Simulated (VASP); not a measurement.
Input of a VASP 6.6.1 run:

INCAR

```
PREC = Accurate
ENCUT = 520
EDIFF = 1E-6
ISMEAR = 0
SIGMA = 0.05
LREAL = F
LASPH = T
NELM = 150
ALGO = Normal
ISIF = 2
LWAVE = F
LCHARG = T
LMAXMIX = 4
LDAU = T
LDAUTYPE = 2
LDAUL = -1 2 -1
LDAUU = 0 4 0
LDAUJ = 0 0 0
LDAUPRINT = 1
GGA = PE
LELF = T
LVHAR = T
NBANDS = 28
```

The input KPOINTS:

```
regular mesh
0
Gamma
  8 8 8
```

The input POSCAR:

```
BaTiO3
1.0
    4.0961333662      0.0000000000      0.0000000000
    0.0000000000      4.0961333662      0.0000000000
    0.0000000000      0.0000000000      4.0961333662
Ba Ti O
1 1 3
Direct
    0.5003431908      0.5000000000      0.5000000000
    0.0127016912      0.0000000000      0.0000000000
    0.4793489537      0.0000000000      0.0000000000
   -0.0101482944      0.5000000000      0.0000000000
   -0.0101482944      0.0000000000      0.5000000000
```

Potentials or basis: VASP PAW PBE potentials, release 64 (Ba_sv, Ti_sv, O).

Command:

```bash
$ cat potpaw_PBE.64/Ba_sv/POTCAR potpaw_PBE.64/Ti_sv/POTCAR potpaw_PBE.64/O/POTCAR > POTCAR
$ mpirun -np 1 vasp_std > vasp.out
```

Task: What does it give for the band gap on the k mesh?

Result: 2.10 eV, indirect (least direct gap 2.45 eV).

Task: Predict the pressure.

Result: -3.2 GPa.

Eigenvalues of the final occupation matrices:
| site | spin | trace | eigenvalues |
| --- | --- | --- | --- |
| site 2 d | 1 | 0.77 | 0.10 0.11 0.11 0.22 0.23 |
| site 2 d | 2 | 0.77 | 0.10 0.11 0.11 0.22 0.23 |

Caveat: spin-orbit coupling is left out, which moves the levels of the heavy elements. A k mesh can miss the band edges.
